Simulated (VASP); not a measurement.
NaH:

```xyz
2
Lattice="0.0000 2.4713 2.4713 2.4713 0.0000 2.4713 2.4713 2.4713 0.0000" Properties=species:S:1:pos:R:3 pbc="T T T"
Na    0.0000    0.0000    0.0000
H     2.4713    2.4713    2.4713
```

| Property | Result |
| --- | --- |
| Program | VASP 6.6.1 |
| Task | relaxation of cell and atoms |
| Functional | PBE |
| Potentials or basis | VASP PAW PBE potentials, release 64 (Na_pv, H) |
| Cutoff | 600 eV |
| k mesh | 8 × 8 × 8 |
| Occupations | gaussian, width 0.02 eV |
| Spin | no spin polarisation |

At the start: pressure -1.4 GPa; volume 15.09 Å³/atom.

How do energy, volume and symmetry change on relaxing?

Over 5 steps the energy falls by 4.5 meV/atom and the volume is 14.12 Å³/atom (-6.4 %); space group Fm-3m (No. 225, to 0.05 Å).

Step by step:
```tsv
step	energy change (eV)	largest force (eV/Å)	pressure (GPa)	volume (Å³)
1	0.0000	0.0000	-1.39	30.19
2	-0.0043	0.0000	-1.01	29.62
3	-0.0083	0.0000	-0.42	28.76
4	-0.0055	0.0000	1.04	27.08
5	-0.0090	0.0000	-0.03	28.25
```

Final structure:
```xyz
2
Lattice="0.0000 2.4172 2.4172 2.4172 0.0000 2.4172 2.4172 2.4172 0.0000" Properties=species:S:1:pos:R:3 pbc="T T T"
Na    0.0000    0.0000    0.0000
H     2.4172    2.4172    2.4172
```
